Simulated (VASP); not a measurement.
# CO2 (I-42d) in VASP: single point with PBE

Aim: the single point of CO2 with PBE.

All numbers are computed with VASP 6.6.1; they aren't measurements. Logs are shortened: lines on timing, memory, paths and dates and some standing lists are left out, and cuts for length are marked.

### Step 1. The cell of the first run

The structure is tetragonal, space group I-42d (No. 122). The conventional cell has a = 3.964 Å, b = 3.964 Å, c = 5.981 Å, α = 90.00°, β = 90.00°, γ = 90.00°. Within 1.9 Å of C (site symmetry -4) lie 4 O at 1.40 Å. Within 1.9 Å of O (site symmetry 2) lie 2 C at 1.40 Å.

### Step 2. Single point, PBE

INCAR

```
SYSTEM = CO2
PREC = Accurate
ENCUT = 1340
EDIFF = 1E-6
ISMEAR = 0
SIGMA = 0.1
LREAL = .FALSE.
LASPH = .TRUE.
NELM = 120
ALGO = Normal
ISIF = 2
LWAVE = .FALSE.
LCHARG = .TRUE.
GGA = PE
LELF = .TRUE.
LVHAR = .TRUE.
NBANDS = 25
GGA_COMPAT = .FALSE.
```

KPOINTS

```
Automatic mesh
0
G
  6 6 6
  0 0 0
```

POSCAR

```
CO2
1.0
   -1.9818344701      1.9818344701      2.9905793480
    1.9818344701     -1.9818344701      2.9905793480
    1.9818344701      1.9818344701     -2.9905793480
C O
2 4
Direct
    0.0000000000      0.0000000000      0.0000000000
    0.7500000000      0.2500000000      0.5000000000
    0.3750000000      0.2896045609      0.4146045609
    1.0396045609      0.6250000000      0.9146045609
    0.7103954391      0.1250000000      0.0853954391
    0.8750000000     -0.0396045609      0.5853954391
```

Potentials or basis: VASP PAW PBE potentials, release 64 (C_h, O_h).

Command:

```bash
cat potpaw_PBE.64/C_h/POTCAR potpaw_PBE.64/O_h/POTCAR > POTCAR
mpirun -np 1 vasp_std > vasp.out
```

OUTCAR:

```text
SYSTEM = CO2
   PREC = Accurate
   ENCUT = 1340
   EDIFF = 1E-6
   ISMEAR = 0
   LREAL = .FALSE.
   LASPH = .TRUE.
   NELM = 120
   ISIF = 2
   GGA = PE

 ion  position               nearest neighbor table
   1  0.000  0.000  0.000-   3 1.40   4 1.40   5 1.40   6 1.40
   2  0.750  0.250  0.500-   3 1.40   4 1.40   5 1.40   6 1.40
   3  0.375  0.290  0.415-   1 1.40   2 1.40
   4  0.040  0.625  0.915-   1 1.40   2 1.40
   5  0.710  0.125  0.085-   1 1.40   2 1.40
   6  0.875  0.960  0.585-   1 1.40   2 1.40

  LATTYP: Found a body centered tetragonal cell.
 ALAT       =     3.9636689402
 C/A-ratio  =     1.5089955257

  Lattice vectors:

 A1 = (  -1.9818344701,   1.9818344701,   2.9905793480)
 A2 = (   1.9818344701,  -1.9818344701,   2.9905793480)
 A3 = (   1.9818344701,   1.9818344701,  -2.9905793480)

Analysis of symmetry for initial positions (statically):
=====================================================================
 Subroutine PRICEL returns:
 Original cell was already a primitive cell.

 Routine SETGRP: Setting up the symmetry group for a
 body centered tetragonal supercell.

 Subroutine GETGRP returns: Found  8 space group operations
 (whereof  4 operations were pure point group operations)
 out of a pool of 16 trial point group operations.

The static configuration has the point symmetry S_4 .
 The point group associated with its full space group is D_2d.

Analysis of symmetry for dynamics (positions and initial velocities):
=====================================================================
 Subroutine PRICEL returns:
 Original cell was already a primitive cell.

 Routine SETGRP: Setting up the symmetry group for a
 body centered tetragonal supercell.

 Subroutine GETGRP returns: Found  8 space group operations
 (whereof  4 operations were pure point group operations)
 out of a pool of 16 trial point group operations.

The dynamic configuration has the point symmetry S_4 .
 The point group associated with its full space group is D_2d.

 Subroutine INISYM returns: Found  8 space group operations
 (whereof  4 operations are pure point group operations),
 and found     1 'primitive' translations

----------------------------------------------------------------------------------------

                                     Primitive cell

  volume of cell :      46.9840

  direct lattice vectors                    reciprocal lattice vectors
    -1.981834470  1.981834470  2.990579348     0.000000000  0.252291504  0.167191685
     1.981834470 -1.981834470  2.990579348     0.252291504  0.000000000  0.167191685
     1.981834470  1.981834470 -2.990579348     0.252291504  0.252291504  0.000000000

  length of vectors
     4.098646188  4.098646188  4.098646188     0.302661631  0.302661631  0.356794067

  position of ions in fractional coordinates (direct lattice)
     0.000000000  0.000000000  0.000000000
     0.750000000  0.250000000  0.500000000
     0.375000000  0.289604561  0.414604561
     0.039604561  0.625000000  0.914604561
     0.710395439  0.125000000  0.085395439
     0.875000000  0.960395439  0.585395439

  ion indices of the primitive-cell ions
   primitive index   ion index
                 1           1
                 2           2
                 3           3
                 4           4
                 5           5
                 6           6

----------------------------------------------------------------------------------------

 KPOINTS: Automatic mesh

Automatic generation of k-mesh.
 Grid dimensions read from file:
 generate k-points for:    6    6    6

 Generating k-lattice:

  Cartesian coordinates                     Fractional coordinates (reciprocal lattice)
     0.000000000  0.042048584  0.027865281     0.166666667  0.000000000 -0.000000000
     0.042048584  0.000000000  0.027865281     0.000000000  0.166666667 -0.000000000
     0.042048584  0.042048584  0.000000000     0.000000000  0.000000000  0.166666667

  Length of vectors
     0.050443605  0.050443605  0.059465678

  Shift w.r.t. Gamma in fractional coordinates (k-lattice)
     0.000000000  0.000000000  0.000000000

 Subroutine IBZKPT returns following result:
 ===========================================

 Found     30 irreducible k-points:

 Following reciprocal coordinates:
            Coordinates               Weight
  0.000000  0.000000  0.000000      1.000000
  0.166667 -0.000000  0.000000      8.000000
  0.333333 -0.000000  0.000000      8.000000
  0.500000 -0.000000  0.000000      4.000000
  0.166667  0.166667  0.000000      8.000000
  0.333333  0.166667  0.000000     16.000000
[... 16 lines left out ...]
 -0.333333 -0.333333  0.166667      8.000000
 -0.166667 -0.333333  0.166667      8.000000
 [... further k-points ...]
   k-points           NKPTS =     30   k-points in BZ     NKDIM =     30   number of bands    NBANDS=     25
   number of dos      NEDOS =    301   number of ions     NIONS =      6
   total plane-waves  NPLWV = 125000
   dimension x,y,z NGX =    50 NGY =   50 NGZ =   50
   dimension x,y,z NGXF=   100 NGYF=  100 NGZF=  100
   ions per type =               2   4
   NGX,Y,Z   is equivalent  to a cutoff of  20.28, 20.28, 20.28 a.u.
   NGXF,Y,Z  is equivalent  to a cutoff of  40.56, 40.56, 40.56 a.u.
 SYSTEM =  CO2
   PREC   = accura    normal or accurate (medium, high low for compatibility)
   ISTART =      0    job   : 0-new  1-cont  2-samecut
   ICHARG =      2    charge: 1-file 2-atom 10-const
   ISPIN  =      1    spin polarized calculation?
   LNONCOLLINEAR =      F non collinear calculations
   LSORBIT =      F    spin-orbit coupling
   LASPH  =      T    aspherical Exc in radial PAW
   ENCUT  = 1340.0 eV  98.49 Ry    9.92 a.u.  12.23 12.23 12.23*2*pi/ulx,y,z
   NELM   =    120;   NELMIN=  2; NELMDL= -5     # of ELM steps
   EDIFF  = 0.1E-05   stopping-criterion for ELM
   LREAL  =      F    real-space projection
   EDIFFG = 0.1E-04   stopping-criterion for IOM
   NSW    =      0    number of steps for IOM
   IBRION =     -1    ionic relax: 0-MD 1-quasi-New 2-CG
   NFREE  =      0    steps in history (QN), initial steepest desc. (CG)
   ISIF   =      2    stress and relaxation
   ISYM   =      2    0-nonsym 1-usesym 2-fastsym
   POTIM  = 0.5000    time-step for ionic-motion
   TEBEG  =    0.0;   TEEND  =   0.0 temperature during run
   PSTRESS=    0.0 pullay stress
   NELECT =      32.0000    total number of electrons
   NUPDOWN=      -1.0000    fix difference up-down
   EMIN   =  10.00;   EMAX   =-10.00  energy-range for DOS
   EFERMI =   0.00;   METHOD = LEGACY
   ISMEAR =     0;   SIGMA  =   0.10  broadening in eV -4-tet -1-fermi 0-gaus
   EFERMI_NEDOS =   21; number of points for ismear=-14 and -15
   IALGO  =     38    algorithm
   IMIX   =      4    mixing-type and parameters
     AMIX     =   0.40;   BMIX     =  1.00
     AMIX_MAG =   1.60;   BMIX_MAG =  1.00
  volume/ion in A,a.u.               =       7.83        52.84
  Fermi-wavevector in a.u.,A,eV,Ry     =   1.440372  2.721909 28.227636  2.074673
  Thomas-Fermi vector in A             =   2.559124
   LORBIT       =      0    0 simple, 1 ext, 2 COOP (PROOUT), +10 PAW based schemes
   GGA     = PE    functional components
   LHFCALC =     F    Hartree Fock is set to
   AEXX    =    0.0000 exact exchange contribution
   IVDW    =     0    specifies the selected vdW correction
   LEPSILON=     F    determine dielectric tensor
   LRPA    =     F    only Hartree local field effects (RPA)
 non-spin polarized calculation
 Gauss-broadening in eV      SIGMA  =   0.10
  energy-cutoff  :     1340.00
  volume of cell :       46.98
 maximum number of plane-waves:      5285
 NGX is ok and might be reduce to    50
   NGX = 25   NGY = 25   NGZ = 25

 number of electron      32.0000000 magnetization

 Free energy of the ion-electron system (eV)
  ---------------------------------------------------
  ext. energy  EPLUGINS =         0.00000000
  ---------------------------------------------------
  free energy    TOTEN  =       -43.70234916 eV

  energy without entropy =      -43.70234916  energy(sigma->0) =      -43.70234916

 E-fermi :   3.5954     XC(G=0): -11.1012

 val. band max:        3.0666032578   @ k =   0.5000   0.5000   0.5000
 cond. band min:      10.7607983529   @ k =   0.0000   0.0000   0.0000
 fundamental gap:      7.6941950951
 Fermi energy:         3.5953875780

 k-point     1 :       0.0000    0.0000    0.0000
  band No.  band energies     occupation
      1     -20.8497      2.00000
      2     -15.8105      2.00000
      3     -15.8105      2.00000
      4     -15.1252      2.00000
      5     -11.4480      2.00000
      6      -6.5210      2.00000
[... 17 lines left out ...]
     24      18.2139      0.00000
     25      18.2139      0.00000

 k-point     2 :       0.1667   -0.0000    0.0000
  band No.  band energies     occupation
      1     -20.6734      2.00000
      2     -16.2247      2.00000
      3     -15.8527      2.00000
      4     -15.3210      2.00000
      5     -10.9174      2.00000
      6      -6.5032      2.00000
[... 17 lines left out ...]
     24      18.0391      0.00000
     25      18.3462      0.00000

 k-point     3 :       0.3333   -0.0000    0.0000
  band No.  band energies     occupation
      1     -20.2145      2.00000
      2     -17.1998      2.00000
      3     -15.9191      2.00000
      4     -15.4842      2.00000
      5     -10.0607      2.00000
      6      -6.4812      2.00000
[... 17 lines left out ...]
     24      17.6325      0.00000
     25      18.0582      0.00000

 k-point     4 :       0.5000   -0.0000    0.0000
  band No.  band energies     occupation
      1     -19.8690      2.00000
      2     -17.7728      2.00000
      3     -15.9437      2.00000
      4     -15.5477      2.00000
      5      -9.6983      2.00000
      6      -6.4427      2.00000
[... 17 lines left out ...]
     24      17.4268      0.00000
     25      18.0550      0.00000
[... 477 lines left out ...]
 k-point    22 :      -0.1667    0.5000    0.1667
  band No.  band energies     occupation
      1     -19.7516      2.00000
      2     -17.8476      2.00000
      3     -15.9983      2.00000
      4     -15.7540      2.00000
      5      -9.2154      2.00000
      6      -6.4311      2.00000
[... 17 lines left out ...]
     24      17.4026      0.00000
     25      17.8486      0.00000

 k-point    23 :      -0.3333   -0.3333    0.1667
  band No.  band energies     occupation
      1     -19.7785      2.00000
      2     -17.7371      2.00000
      3     -16.0392      2.00000
      4     -15.8675      2.00000
      5      -8.9571      2.00000
      6      -6.6098      2.00000
[... 17 lines left out ...]
     24      17.4835      0.00000
     25      17.5992      0.00000

 k-point    24 :      -0.1667   -0.3333    0.1667
  band No.  band energies     occupation
      1     -20.2310      2.00000
      2     -17.0008      2.00000
      3     -15.9468      2.00000
      4     -15.7978      2.00000
      5      -9.7126      2.00000
      6      -6.2503      2.00000
[... 17 lines left out ...]
     24      17.5922      0.00000
     25      17.7756      0.00000

 [... further k-points ...]
[... 5 lines left out ...]
  --------------------------------------------------------------------------------------
  -------------------------------------------------------------------------------------
  Total       -0.0989926     -0.0989926     -0.0941402      0.0000000      0.0000000      0.0000000
  in kB       -3.3756965     -3.3756965     -3.2102251      0.0000000      0.0000000      0.0000000
  external PRESSURE =      -3.3205394 kB  Pullay stress =       0.0000000 kB

 VOLUME and BASIS-vectors are now :
 -----------------------------------------------------------------------------
  energy-cutoff  :     1340.00
  volume of cell :       46.98
      direct lattice vectors                 reciprocal lattice vectors
    -1.981834470  1.981834470  2.990579348     0.000000000  0.252291504  0.167191685
     1.981834470 -1.981834470  2.990579348     0.252291504  0.000000000  0.167191685
     1.981834470  1.981834470 -2.990579348     0.252291504  0.252291504  0.000000000

 POSITION                                       TOTAL-FORCE (eV/Angst)
 -----------------------------------------------------------------------------------
      0.00000      0.00000      0.00000         0.000000     -0.000000     -0.000000
      0.00000      1.98183      1.49529         0.000000     -0.000000      0.000000
      0.65244      0.99092      0.74764        -0.011722     -0.000000     -0.000000
      2.97275      0.65244     -0.74764         0.000000     -0.011722     -0.000000
     -0.99092      1.32940      2.24293         0.000000      0.011722     -0.000000
      1.32940      0.99092      3.73822         0.011722     -0.000000     -0.000000
 -----------------------------------------------------------------------------------
    total drift:                               -0.000000     -0.000000     -0.000000

  FREE ENERGIE OF THE ION-ELECTRON SYSTEM (eV)
  ---------------------------------------------------
  free  energy   TOTEN  =       -43.7023491625 eV

  energy  without entropy=      -43.7023491625  energy(sigma->0) =      -43.70234916
```

Run time: 2.5 min. Hardware: 1 thread of Intel Xeon Platinum 8488C (Sapphire Rapids), shared host; peak memory 0.39 GiB.

Results:

| Property | Result |
| --- | --- |
| Free energy | -43.7023 eV |
| Pressure | -0.3 GPa |
| Largest force | 0.012 eV/Å |
| Band gap on the k mesh | 7.69 eV (least direct gap 8.12 eV) |

Forces in eV/Å, atoms in the order of the input:
```
C    0.000  0.000  0.000
C    0.000  0.000  0.000
O   -0.012  0.000  0.000
O    0.000 -0.012  0.000
O    0.000  0.012  0.000
O    0.012  0.000  0.000
```

A k mesh can miss the band edges.
